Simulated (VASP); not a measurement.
# Ti (Im-3m) in VASP: notebook

Runs on Ti. Level: PBE. Tasks: single point.

Program: VASP 6.6.1. These are calculated values, not measurements. Logs are shortened: lines on timing, memory, paths and dates and some standing lists are left out, and cuts for length are marked.

### 1 The cell of the first run

Symmetry: Im-3m, No. 229, cubic system. Conventional cell: a = 3.190 Å, b = 3.190 Å, c = 3.190 Å, α = 90.00°, β = 90.00°, γ = 90.00°. Ti (site symmetry m-3m) has 14 Ti at 2.76 to 3.19 Å within 3.6 Å.

This isn't the form of Ti at room conditions, which is hcp.

### 2 Single point, PBE

The input, INCAR:

```
SYSTEM = Ti
PREC = Accurate
ENCUT = 520
EDIFF = 1E-7
ISMEAR = -1
SIGMA = 0.06122561905347299
LREAL = .FALSE.
LASPH = .TRUE.
NELM = 100
ALGO = Normal
ISIF = 2
LWAVE = .FALSE.
LCHARG = .TRUE.
GGA = PE
LELF = .TRUE.
LVHAR = .TRUE.
NBANDS = 12
```

The input, KPOINTS:

```
regular mesh
0
G
  47 47 47
  0 0 0
```

The input, POSCAR:

```
Ti
1.0
   -1.5950362377      1.5950362377      1.5950362377
    1.5950362377     -1.5950362377      1.5950362377
    1.5950362377      1.5950362377     -1.5950362377
Ti
1
Direct
    0.0000000000      0.0000000000      0.0000000000
```

Potentials or basis: VASP PAW PBE potentials, release 64 (Ti_sv).

On the command line:

```sh
> cat potpaw_PBE.64/Ti_sv/POTCAR > POTCAR
> mpirun -np 1 vasp_std > vasp.out
```

OUTCAR:

```text
SYSTEM = Ti
   PREC = Accurate
   ENCUT = 520
   EDIFF = 1E-7
   ISMEAR = -1
   LREAL = .FALSE.
   LASPH = .TRUE.
   NELM = 100
   ISIF = 2
   GGA = PE

 ion  position               nearest neighbor table
   1  0.000  0.000  0.000-

  LATTYP: Found a body centered cubic cell.
 ALAT       =     3.1900724754

  Lattice vectors:

 A1 = (  -1.5950362377,   1.5950362377,   1.5950362377)
 A2 = (   1.5950362377,  -1.5950362377,   1.5950362377)
 A3 = (   1.5950362377,   1.5950362377,  -1.5950362377)

Analysis of symmetry for initial positions (statically):
=====================================================================
 Subroutine PRICEL returns:
 Original cell was already a primitive cell.

 Routine SETGRP: Setting up the symmetry group for a
 body centered cubic supercell.

 Subroutine GETGRP returns: Found 48 space group operations
 (whereof 48 operations were pure point group operations)
 out of a pool of 48 trial point group operations.

The static configuration has the point symmetry O_h .

Analysis of symmetry for dynamics (positions and initial velocities):
=====================================================================
 Subroutine PRICEL returns:
 Original cell was already a primitive cell.

 Routine SETGRP: Setting up the symmetry group for a
 body centered cubic supercell.

 Subroutine GETGRP returns: Found 48 space group operations
 (whereof 48 operations were pure point group operations)
 out of a pool of 48 trial point group operations.

The dynamic configuration has the point symmetry O_h .

 Subroutine INISYM returns: Found 48 space group operations
 (whereof 48 operations are pure point group operations),
 and found     1 'primitive' translations

----------------------------------------------------------------------------------------

                                     Primitive cell

  volume of cell :      16.2320

  direct lattice vectors                    reciprocal lattice vectors
    -1.595036238  1.595036238  1.595036238     0.000000000  0.313472502  0.313472502
     1.595036238 -1.595036238  1.595036238     0.313472502  0.000000000  0.313472502
     1.595036238  1.595036238 -1.595036238     0.313472502  0.313472502  0.000000000

  length of vectors
     2.762683804  2.762683804  2.762683804     0.443317064  0.443317064  0.443317064

  position of ions in fractional coordinates (direct lattice)
     0.000000000  0.000000000  0.000000000

  ion indices of the primitive-cell ions
   primitive index   ion index
                 1           1

----------------------------------------------------------------------------------------

 KPOINTS: regular mesh

Automatic generation of k-mesh.
 Grid dimensions read from file:
 generate k-points for:   47   47   47

 Generating k-lattice:

  Cartesian coordinates                     Fractional coordinates (reciprocal lattice)
     0.000000000  0.006669628  0.006669628     0.021276596  0.000000000  0.000000000
     0.006669628  0.000000000  0.006669628     0.000000000  0.021276596  0.000000000
     0.006669628  0.006669628  0.000000000     0.000000000  0.000000000  0.021276596

  Length of vectors
     0.009432278  0.009432278  0.009432278

  Shift w.r.t. Gamma in fractional coordinates (k-lattice)
     0.000000000  0.000000000  0.000000000

 Subroutine IBZKPT returns following result:
 ===========================================

 Found   2600 irreducible k-points:

 Following reciprocal coordinates:
            Coordinates               Weight
  0.000000  0.000000  0.000000      1.000000
  0.021277  0.000000  0.000000     12.000000
  0.042553  0.000000  0.000000     12.000000
  0.063830  0.000000  0.000000     12.000000
  0.085106  0.000000  0.000000     12.000000
  0.106383  0.000000  0.000000     12.000000
[... 16 lines left out ...]
  0.468085  0.000000  0.000000     12.000000
  0.489362  0.000000  0.000000     12.000000
 [... further k-points ...]
   k-points           NKPTS =   2600   k-points in BZ     NKDIM =   2600   number of bands    NBANDS=     12
   number of dos      NEDOS =    301   number of ions     NIONS =      1
   total plane-waves  NPLWV =  13824
   dimension x,y,z NGX =    24 NGY =   24 NGZ =   24
   dimension x,y,z NGXF=    48 NGYF=   48 NGZF=   48
   ions per type =               1
   NGX,Y,Z   is equivalent  to a cutoff of  14.44, 14.44, 14.44 a.u.
   NGXF,Y,Z  is equivalent  to a cutoff of  28.88, 28.88, 28.88 a.u.
 SYSTEM =  Ti
   PREC   = accura    normal or accurate (medium, high low for compatibility)
   ISTART =      0    job   : 0-new  1-cont  2-samecut
   ICHARG =      2    charge: 1-file 2-atom 10-const
   ISPIN  =      1    spin polarized calculation?
   LNONCOLLINEAR =      F non collinear calculations
   LSORBIT =      F    spin-orbit coupling
   LASPH  =      T    aspherical Exc in radial PAW
   ENCUT  =  520.0 eV  38.22 Ry    6.18 a.u.   5.14  5.14  5.14*2*pi/ulx,y,z
   NELM   =    100;   NELMIN=  2; NELMDL= -5     # of ELM steps
   EDIFF  = 0.1E-06   stopping-criterion for ELM
   LREAL  =      F    real-space projection
   EDIFFG = 0.1E-05   stopping-criterion for IOM
   NSW    =      0    number of steps for IOM
   IBRION =     -1    ionic relax: 0-MD 1-quasi-New 2-CG
   NFREE  =      0    steps in history (QN), initial steepest desc. (CG)
   ISIF   =      2    stress and relaxation
   ISYM   =      2    0-nonsym 1-usesym 2-fastsym
   POTIM  = 0.5000    time-step for ionic-motion
   TEBEG  =    0.0;   TEEND  =   0.0 temperature during run
   PSTRESS=    0.0 pullay stress
   NELECT =      12.0000    total number of electrons
   NUPDOWN=      -1.0000    fix difference up-down
   EMIN   =  10.00;   EMAX   =-10.00  energy-range for DOS
   EFERMI =   0.00;   METHOD = LEGACY
   ISMEAR =    -1;   SIGMA  =   0.06  broadening in eV -4-tet -1-fermi 0-gaus
   EFERMI_NEDOS =   21; number of points for ismear=-14 and -15
   IALGO  =     38    algorithm
   IMIX   =      4    mixing-type and parameters
     AMIX     =   0.40;   BMIX     =  1.00
     AMIX_MAG =   1.60;   BMIX_MAG =  1.00
  volume/ion in A,a.u.               =      16.23       109.54
  Fermi-wavevector in a.u.,A,eV,Ry     =   1.480283  2.797329 29.813592  2.191237
  Thomas-Fermi vector in A             =   2.594336
   LORBIT       =      0    0 simple, 1 ext, 2 COOP (PROOUT), +10 PAW based schemes
   GGA     = PE    functional components
   LHFCALC =     F    Hartree Fock is set to
   AEXX    =    0.0000 exact exchange contribution
   IVDW    =     0    specifies the selected vdW correction
   LEPSILON=     F    determine dielectric tensor
   LRPA    =     F    only Hartree local field effects (RPA)
 non-spin polarized calculation
  energy-cutoff  :      520.00
  volume of cell :       16.23
 maximum number of plane-waves:       458
 NGX is ok and might be reduce to    24
   NGX = 11   NGY = 11   NGZ = 11

 number of electron      12.0000003 magnetization

 Free energy of the ion-electron system (eV)
  ---------------------------------------------------
  ext. energy  EPLUGINS =         0.00000000
  ---------------------------------------------------
  free energy    TOTEN  =        -7.71794966 eV

  energy without entropy =       -7.69201858  energy(sigma->0) =       -7.70498412

 E-fermi :   8.8085     XC(G=0): -11.8152

 val. band max:        8.8082475021   @ k =  -0.3191  -0.4681   0.0213
 cond. band min:       8.8085664834   @ k =   0.3191   0.1489   0.1489
 fundamental gap:      0.0003189812
 Fermi energy:         8.8084977575

 k-point     1 :       0.0000    0.0000    0.0000
  band No.  band energies     occupation
      1     -47.5922      2.00000
      2     -23.3609      2.00000
      3     -23.3609      2.00000
      4     -23.3609      2.00000
      5       2.7148      2.00000
      6       9.8571      0.00000
      7       9.8571      0.00000
      8       9.8571      0.00000
      9      11.7662      0.00000
     10      11.7662      0.00000
     11      26.7065      0.00000
     12      26.7065      0.00000

 k-point     2 :       0.0213    0.0000    0.0000
  band No.  band energies     occupation
      1     -47.5915      2.00000
      2     -23.3648      2.00000
      3     -23.3621      2.00000
      4     -23.3609      2.00000
      5       2.7315      2.00000
      6       9.8491      0.00000
      7       9.8552      0.00000
      8       9.8695      0.00000
      9      11.7562      0.00000
     10      11.7667      0.00000
     11      26.6881      0.00000
     12      26.7080      0.00000

 k-point     3 :       0.0426    0.0000    0.0000
  band No.  band energies     occupation
      1     -47.5892      2.00000
      2     -23.3765      2.00000
      3     -23.3656      2.00000
      4     -23.3610      2.00000
      5       2.7814      2.00000
      6       9.8254      0.00000
      7       9.8491      0.00000
      8       9.9065      0.00000
      9      11.7272      0.00000
     10      11.7680      0.00000
     11      26.6306      0.00000
     12      26.7090      0.00000
[... 286 lines left out ...]
 k-point    23 :       0.4681    0.0000    0.0000
  band No.  band energies     occupation
      1     -47.4215      2.00000
      2     -24.1876      2.00000
      3     -23.6174      2.00000
      4     -23.3678      2.00000
      5       6.1780      2.00000
      6       8.3548      1.99879
      7      10.0899      0.00000
      8      11.7713      0.00000
      9      12.1421      0.00000
     10      13.4035      0.00000
     11      18.4763      0.00000
     12      22.7245      0.00000

 k-point    24 :       0.4894    0.0000    0.0000
  band No.  band energies     occupation
      1     -47.4199      2.00000
      2     -24.1947      2.00000
      3     -23.6197      2.00000
      4     -23.3679      2.00000
      5       6.1860      2.00000
      6       8.3431      1.99900
      7      10.1601      0.00000
      8      11.7704      0.00000
      9      12.1486      0.00000
     10      13.4481      0.00000
     11      18.3618      0.00000
     12      22.6815      0.00000

 [... further k-points ...]

------------------------ aborting loop because EDIFF is reached ----------------------------------------

  FORCE on cell =-STRESS in cart. coord.  units (eV):
  Direction    XX          YY          ZZ          XY          YZ          ZX
  --------------------------------------------------------------------------------------
  -------------------------------------------------------------------------------------
  Total        0.7010461      0.7010461      0.7010461     -0.0000000      0.0000000     -0.0000000
  in kB       69.1967195     69.1967195     69.1967195     -0.0000000      0.0000000     -0.0000000
  external PRESSURE =      69.1967195 kB  Pullay stress =       0.0000000 kB

 VOLUME and BASIS-vectors are now :
 -----------------------------------------------------------------------------
  energy-cutoff  :      520.00
  volume of cell :       16.23
      direct lattice vectors                 reciprocal lattice vectors
    -1.595036238  1.595036238  1.595036238     0.000000000  0.313472502  0.313472502
     1.595036238 -1.595036238  1.595036238     0.313472502  0.000000000  0.313472502
     1.595036238  1.595036238 -1.595036238     0.313472502  0.313472502  0.000000000

 POSITION                                       TOTAL-FORCE (eV/Angst)
 -----------------------------------------------------------------------------------
      0.00000      0.00000      0.00000        -0.000000     -0.000000      0.000000
 -----------------------------------------------------------------------------------
    total drift:                                0.000000      0.000000      0.000000

  FREE ENERGIE OF THE ION-ELECTRON SYSTEM (eV)
  ---------------------------------------------------
  free  energy   TOTEN  =        -7.7179496643 eV

  energy  without entropy=       -7.6920185755  energy(sigma->0) =       -7.70498412
```

It took 8.1 min on 1 thread of Intel Xeon 8259CL, shared host; peak memory 0.58 GiB.

What came out:

* Free energy: -7.7179 eV
* Pressure: 6.9 GPa
* Band gap on the k mesh: zero (bands 6 and 7 overlap by 1.74 eV)

Levels at points of the mesh, in eV from the Fermi level:
```csv
k point,band 2,band 3,band 4,band 5,band 6,band 7,band 8,band 9,band 10,band 11
"(0.00, 0.00, 0.00)",-32.17,-32.17,-32.17,-6.09,1.05,1.05,1.05,2.96,2.96,17.90
```

Caveat: the cell stands under pressure.

(Continued in part 2 of 2.)
